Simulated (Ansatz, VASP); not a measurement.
# HfO2: VASP beside Ansatz

INCAR

```
ALGO = Normal ; EDIFF = 1E-6
ENCUT = 520 ; GGA = PE
ISIF = 2 ; ISMEAR = 0
LASPH = True ; LCHARG = True
LELF = True ; LREAL = False
LVHAR = True ; LWAVE = False
NBANDS = 31 ; NELM = 100
PREC = Accurate ; SIGMA = 0.05
```

Contents of KPOINTS:

```
k-points
0
Gamma
  6 6 8
```

Contents of POSCAR:

```
HfO2
1.0
    4.8812946518      0.0000000000      0.0000000000
    0.0000000000      4.8812946518      0.0000000000
    0.0000000000      0.0000000000      3.2380276120
Hf O
2 4
Direct
   -0.0249884362     -0.0249884362     -0.2130926856
    0.5000000000      0.5000000000      0.5000000000
    0.1948368017      0.8051631983      0.5000000000
    0.3051631983      0.3051631983      0.0000000000
    0.6948368017      0.6948368017      0.0000000000
    0.8051631983      0.1948368017      0.5000000000
```

Input for Ansatz:

```yaml
crystal:
  lattice:
    - [4.8812946518, 0.0, 0.0]
    - [0.0, 4.8812946518, 0.0]
    - [0.0, 0.0, 3.238027612]
  atoms:
    - { symbol: Hf, position: [-0.0249884362, -0.0249884362, -0.2130926856] }
    - { symbol: Hf, position: [0.5, 0.5, 0.5] }
    - { symbol: O, position: [0.1948368017, 0.8051631983, 0.5] }
    - { symbol: O, position: [0.3051631983, 0.3051631983, 0.0] }
    - { symbol: O, position: [0.6948368017, 0.6948368017, 0.0] }
    - { symbol: O, position: [0.8051631983, 0.1948368017, 0.5] }
basis:
  ecutwfc: 420
kpoints:
  mp_grid: { grid: [6, 6, 8] }
hamiltonian:
  xc: pbe
  pseudopotentials: { kind: paw, azcp: { folder: soft_1 } }
scf:
  occupations: { method: gaussian, width: 0.05 }
output:
  forces: true
  stress: true
  eigenvalues: true
```

Alike in both runs: task single point; functional PBE; k mesh 6 × 6 × 8; occupations gaussian, width 0.05 eV; no spin polarisation.

```csv
,VASP,Ansatz
version,VASP 6.6.1,Ansatz 0.2.0
potentials or method,"VASP PAW PBE potentials, release 64 (Hf_pv, O), cutoff 520 eV","scalar-relativistic, plane waves, PAW"
valence electrons in the cell,44,76
```

```csv
,VASP,Ansatz,Ansatz less VASP
gap on the k mesh at the Fermi level (eV),3.79,3.82,+0.024
least direct gap on the mesh (eV),4.20,4.23,+0.031
rms of the force components (eV/Å),6.453,6.434,-0.0196
```

Atom by atom the forces differ by 0.047 eV/Å (rms over components). VASP's potentials hold 44 valence electrons a cell and Ansatz's 76, so a difference there can come from the potentials and not from the codes.

Spin-orbit coupling is off throughout.
